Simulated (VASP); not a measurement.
A run of VASP 6.6.1 is set up as follows.

INCAR

```
SYSTEM = CoO
ALGO = Normal ; EDIFF = 1E-6
ENCUT = 520 ; GGA = PE
ISIF = 2 ; ISMEAR = -1
ISPIN = 2 ; LASPH = .TRUE.
LCHARG = .FALSE. ; LMAXMIX = 4
LORBIT = 11 ; LREAL = .FALSE.
LWAVE = .FALSE. ; MAGMOM = 2 0
NBANDS = 18 ; NELM = 150
PREC = Accurate ; SIGMA = 0.05
```

Contents of KPOINTS:

```
k-points
0
G
  16 16 16
  0 0 0
```

File POSCAR:

```
CoO
1.0
    0.0426300000      2.1528150000      2.1528150000
    2.1528150000      0.0426300000      2.1528150000
    2.1528150000      2.1528150000      0.0426300000
Co O
1 1
Direct
    0.0000000000      0.0000000000      0.0000000000
    0.5000000000      0.5000000000      0.5000000000
```

Potentials or basis: VASP PAW PBE potentials, release 64 (Co, O).

Run with:

```console
$ cat potpaw_PBE.64/Co/POTCAR potpaw_PBE.64/O/POTCAR > POTCAR
$ mpirun -np 1 vasp_std > vasp.out
```

(1) Estimate the net moment.

(2) Estimate the site moments.

(3) What does it give for the pressure?

Results:

(1) 2.91 μB per cell.

(2) Co +2.56; O +0.30 μB.

(3) -2.3 GPa.

Caveat: the cell differs from its parent crystal (equal xy, yz and zx shear strains of +2 %); a cell with one magnetic atom can't hold antiferromagnetic order, which such compounds often take.
